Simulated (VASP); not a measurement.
A run of VASP 6.6.1:

File INCAR:

```
SYSTEM = Mg2Sn
PREC = Accurate
ENCUT = 520
EDIFF = 1E-8
ISMEAR = -1
SIGMA = 0.08
LREAL = .False.
LASPH = .True.
NELM = 120
ALGO = Normal
ISIF = 2
LWAVE = .False.
LCHARG = .False.
GGA = CA
LEFG = .True.
NBANDS = 16
GGA_COMPAT = .False.
```

File KPOINTS:

```
Automatic mesh
0
Gamma
  11 11 11
  0 0 0
```

Contents of POSCAR:

```
Mg2Sn
1.0
    0.0000000000      3.3568181085      3.3568181085
    3.3568181085      0.0000000000      3.3568181085
    3.3568181085      3.3568181085      0.0000000000
Mg Sn
2 1
Direct
    0.2500000000      0.2500000000      0.2500000000
    0.7500000000      0.7500000000      0.7500000000
    0.0000000000      0.0000000000      0.0000000000
```

Potentials or basis: VASP PAW LDA potentials, release 64 (Mg, Sn_d).

The run is started by

```sh
$ cat potpaw_LDA.64/Mg/POTCAR potpaw_LDA.64/Sn_d/POTCAR > POTCAR
$ mpirun -np 1 vasp_std > vasp.out
```

Hardware: 1 thread of Intel(R) Xeon(R) Platinum 8259CL CPU @ 2.50GHz (Skylake/Cascade Lake) (shared host).

Problem. Estimate the wall time of this run.

Solution. It took 52 s on 1 thread of Intel(R) Xeon(R) Platinum 8259CL CPU @ 2.50GHz (Skylake/Cascade Lake), on a shared host, peak memory 0.21 GiB. Counts: scf iterations 14, k points 56.
